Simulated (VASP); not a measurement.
# BN (Pm) in VASP: single point with PBE+D3(BJ)

Aim: the single point of BN with PBE+D3(BJ).

All numbers are computed with VASP 6.6.1; they aren't measurements. Logs are shortened: lines on timing, memory, paths and dates and some standing lists are left out, and cuts for length are marked.

### 1 The cell of the first run

The structure is monoclinic, space group Pm (No. 6). Conventional cell: a = 2.331 Å, b = 6.592 Å, c = 2.463 Å, α = 90.00°, β = 118.23°, γ = 90.00°. B (site symmetry m) has 3 N at 1.37 to 1.45 Å within 1.8 Å. Within 1.8 Å of B (site symmetry m) lie 3 N at 1.37 to 1.45 Å. Within 1.8 Å of N (site symmetry m) lie 3 B at 1.37 to 1.45 Å. Within 1.8 Å of N (site symmetry m) lie 3 B at 1.37 to 1.45 Å.

### 2 Single point, PBE+D3(BJ) (atoms displaced along a vibrational mode, the cell strained)

INCAR

```
SYSTEM = BN
ALGO = Normal
EDIFF = 1E-6
ENCUT = 520
GGA = PE
ISIF = 2
ISMEAR = 1
IVDW = 12
LASPH = .TRUE.
LCHARG = .FALSE.
LREAL = .FALSE.
LWAVE = .FALSE.
NBANDS = 16
NELM = 100
PREC = Accurate
SIGMA = 0.05
```

KPOINTS

```
k-points
0
G
  12 12 4
  0 0 0
```

POSCAR

```
BN
1.0
    2.3306848890      0.0000000000      0.0000000000
   -1.1653424445      2.1703573356      0.0000000000
    0.0000000000      0.0000000000      6.5923998870
B N
2 2
Direct
   -0.0345753637      0.0000000000      0.5000000000
    0.3679686461      0.6666666667      0.0000000000
    0.0344683995      0.0000000000      0.0000000000
    0.6321520011      0.3333333333      0.5000000000
```

Potentials or basis: VASP PAW PBE potentials, release 64 (B, N).

Started as:

```sh
> cat potpaw_PBE.64/B/POTCAR potpaw_PBE.64/N/POTCAR > POTCAR
> mpirun -np 1 vasp_std > vasp.out
```

OUTCAR:

```text
SYSTEM = BN
   EDIFF = 1E-6
   ENCUT = 520
   GGA = PE
   ISIF = 2
   ISMEAR = 1
   IVDW = 12
   LASPH = .TRUE.
   LREAL = .FALSE.
   NELM = 100
   PREC = Accurate
 IVDW          = 12

 ion  position               nearest neighbor table
   1  0.965  0.000  0.500-   4 1.37   4 1.37   4 1.45
   2  0.368  0.667  0.000-   3 1.37   3 1.37   3 1.45
   3  0.034  0.000  0.000-   2 1.37   2 1.37   2 1.45
   4  0.632  0.333  0.500-   1 1.37   1 1.37   1 1.45

  LATTYP: Found a base centered orthorhombic cell.
 ALAT       =     2.3306848890
 B/A-ratio  =     1.8624202232
 C/A-ratio  =     2.8285247474

  Lattice vectors:

 A1 = (   1.1653424445,  -2.1703573356,   0.0000000000)
 A2 = (   1.1653424445,   2.1703573356,   0.0000000000)
 A3 = (   0.0000000000,   0.0000000000,   6.5923998870)

Analysis of symmetry for initial positions (statically):
=====================================================================
 Subroutine PRICEL returns:
 Original cell was already a primitive cell.

 Routine SETGRP: Setting up the symmetry group for a
 base centered orthorhombic supercell.

 Subroutine GETGRP returns: Found  2 space group operations
 (whereof  2 operations were pure point group operations)
 out of a pool of  8 trial point group operations.

The static configuration has the point symmetry C_1h.

Analysis of symmetry for dynamics (positions and initial velocities):
=====================================================================
 Subroutine PRICEL returns:
 Original cell was already a primitive cell.

 Routine SETGRP: Setting up the symmetry group for a
 base centered orthorhombic supercell.

 Subroutine GETGRP returns: Found  2 space group operations
 (whereof  2 operations were pure point group operations)
 out of a pool of  8 trial point group operations.

The dynamic configuration has the point symmetry C_1h.

 Subroutine INISYM returns: Found  2 space group operations
 (whereof  2 operations are pure point group operations),
 and found     1 'primitive' translations

----------------------------------------------------------------------------------------

                                     Primitive cell

  volume of cell :      33.3471

  direct lattice vectors                    reciprocal lattice vectors
     2.330684889  0.000000000  0.000000000     0.429058430  0.230376810  0.000000000
    -1.165342445  2.170357336  0.000000000     0.000000000  0.460753620  0.000000000
[... 92 lines left out ...]
   NSW    =      0    number of steps for IOM
   IBRION =     -1    ionic relax: 0-MD 1-quasi-New 2-CG
   NFREE  =      0    steps in history (QN), initial steepest desc. (CG)
   ISIF   =      2    stress and relaxation
   ISYM   =      2    0-nonsym 1-usesym 2-fastsym
   POTIM  = 0.5000    time-step for ionic-motion
   TEBEG  =    0.0;   TEEND  =   0.0 temperature during run
   PSTRESS=    0.0 pullay stress
   NELECT =      16.0000    total number of electrons
   NUPDOWN=      -1.0000    fix difference up-down
   EMIN   =  10.00;   EMAX   =-10.00  energy-range for DOS
   EFERMI =   0.00;   METHOD = LEGACY
   ISMEAR =     1;   SIGMA  =   0.05  broadening in eV -4-tet -1-fermi 0-gaus
   EFERMI_NEDOS =   21; number of points for ismear=-14 and -15
   IALGO  =     38    algorithm
   IMIX   =      4    mixing-type and parameters
     AMIX     =   0.40;   BMIX     =  1.00
     AMIX_MAG =   1.60;   BMIX_MAG =  1.00
  volume/ion in A,a.u.               =       8.34        56.26
  Fermi-wavevector in a.u.,A,eV,Ry     =   1.281628  2.421926 22.348532  1.642571
  Thomas-Fermi vector in A             =   2.413987
   LORBIT       =      0    0 simple, 1 ext, 2 COOP (PROOUT), +10 PAW based schemes
   GGA     = PE    functional components
   LHFCALC =     F    Hartree Fock is set to
   AEXX    =    0.0000 exact exchange contribution
   IVDW    =    12    specifies the selected vdW correction
   LEPSILON=     F    determine dielectric tensor
   LRPA    =     F    only Hartree local field effects (RPA)
 non-spin polarized calculation
 Methfessel and Paxton  Order N= 1 SIGMA  =   0.05
  energy-cutoff  :      520.00
  volume of cell :       33.35
 maximum number of plane-waves:       924
 NGX is ok and might be reduce to    18
   NGX =  9   NGY =  9   NGZ = 25

 number of electron      15.9999996 magnetization

 Free energy of the ion-electron system (eV)
  ---------------------------------------------------
  ext. energy  EPLUGINS =         0.00000000
  ---------------------------------------------------
  free energy    TOTEN  =       -34.51419072 eV

  energy without entropy =      -34.51422933  energy(sigma->0) =      -34.51420359

 E-fermi :   2.9463     XC(G=0): -10.3453

 val. band max:        2.9134980975   @ k =   0.4167   0.3333   0.0000
 cond. band min:       7.1730711569   @ k =   0.0000   0.5000   0.0000
 fundamental gap:      4.2595730594
 Fermi energy:         2.9462853859

 k-point     1 :       0.0000    0.0000    0.0000
  band No.  band energies     occupation
      1     -15.6636      2.00000
      2     -15.3542      2.00000
      3      -3.9891      2.00000
      4      -1.8781      2.00000
      5       1.3245      2.00000
      6       1.4138      2.00000
[... 433 lines left out ...]
      3      -6.1780      2.00000
      4      -5.9929      2.00000
      5      -2.2246      2.00000
      6      -2.1149      2.00000
[... 8 lines left out ...]
     15      18.2980      0.00000
     16      20.1914      0.00000

 [... further k-points ...]

------------------------ aborting loop because EDIFF is reached ----------------------------------------

 Edisp (eV)   -0.60929

 E8    (eV) :    -0.1786

  FORCE on cell =-STRESS in cart. coord.  units (eV):
  Direction    XX          YY          ZZ          XY          YZ          ZX
  --------------------------------------------------------------------------------------
  -------------------------------------------------------------------------------------
  Total      16.98812     3.28136    -0.08712     0.03283     0.00000     0.00000
  in kB     816.20163   157.65431    -4.18596     1.57718     0.00000     0.00000
  external pressure =      323.22 kB  Pullay stress =        0.00 kB

 VOLUME and BASIS-vectors are now :
 -----------------------------------------------------------------------------
  energy-cutoff  :      520.00
  volume of cell :       33.35
      direct lattice vectors                 reciprocal lattice vectors
     2.330684889  0.000000000  0.000000000     0.429058430  0.230376810  0.000000000
    -1.165342445  2.170357336  0.000000000     0.000000000  0.460753620  0.000000000
     0.000000000  0.000000000  6.592399887     0.000000000  0.000000000  0.151689827

 POSITION                                       TOTAL-FORCE (eV/Angst)
 -----------------------------------------------------------------------------------
      2.25010      0.00000      3.29620         0.007655     -1.389914      0.000000
      0.08072      1.44690      0.00000        -0.016288     -1.393694      0.000000
      0.08033      0.00000      0.00000         0.002491      1.379160      0.000000
      1.08490      0.72345      3.29620         0.006143      1.404449      0.000000
 -----------------------------------------------------------------------------------
    total drift:                                0.000012      0.000281     -0.000001

  FREE ENERGIE OF THE ION-ELECTRON SYSTEM (eV)
  ---------------------------------------------------
  free  energy   TOTEN  =       -35.1234796305 eV

  energy  without entropy=      -35.1235182341  energy(sigma->0) =      -35.12349250
```

It took 2 min on 1 thread of Intel Xeon 8259CL, shared host; peak memory 0.23 GiB.

Results:

| Property | Result |
| --- | --- |
| Free energy | -35.1235 eV |
| Pressure | 32.3 GPa |
| Largest force | 1.404 eV/Å |
| Band gap on the k mesh | 4.26 eV (least direct gap 4.71 eV) |
| Dispersion energy per atom | -0.152 eV |

Forces in eV/Å, atoms in the order of the input:
```
B    0.008 -1.390  0.000
B   -0.016 -1.394  0.000
N    0.002  1.379  0.000
N    0.006  1.404  0.000
```

Levels at points of the mesh, in eV from the valence-band top:
```tsv
k point	band 5	band 6	band 7	band 8	band 9	band 10	band 11	band 12
(0.00, 0.00, 0.00)	-1.59	-1.50	-1.04	-0.95	5.10	10.55	10.82	11.25
(0.50, 0.00, 0.00)	-4.77	-4.67	-1.12	-0.76	4.85	5.49	9.96	10.14
(0.50, 0.50, 0.00)	-4.78	-4.67	-1.31	-0.50	4.39	5.93	9.99	10.12
(0.00, 0.50, 0.00)	-3.59	-3.49	-1.99	-1.34	4.26	5.56	11.20	11.79
(0.00, 0.00, 0.50)	-1.59	-1.50	-1.04	-0.96	7.55	7.58	11.13	11.20
(0.50, 0.00, 0.50)	-4.77	-4.68	-0.92	-0.83	4.87	4.95	10.18	10.30
(0.50, 0.50, 0.50)	-4.77	-4.68	-0.92	-0.84	4.90	4.95	10.21	10.25
(0.00, 0.50, 0.50)	-3.58	-3.50	-1.66	-1.57	4.59	4.62	12.20	12.35
```

Caveat: the cell differs from its parent crystal (atoms displaced along a vibrational mode, the cell strained); the cell stands under pressure; forces of over 1 eV/Å act on the atoms, so gaps and moduli don't describe the material at rest.
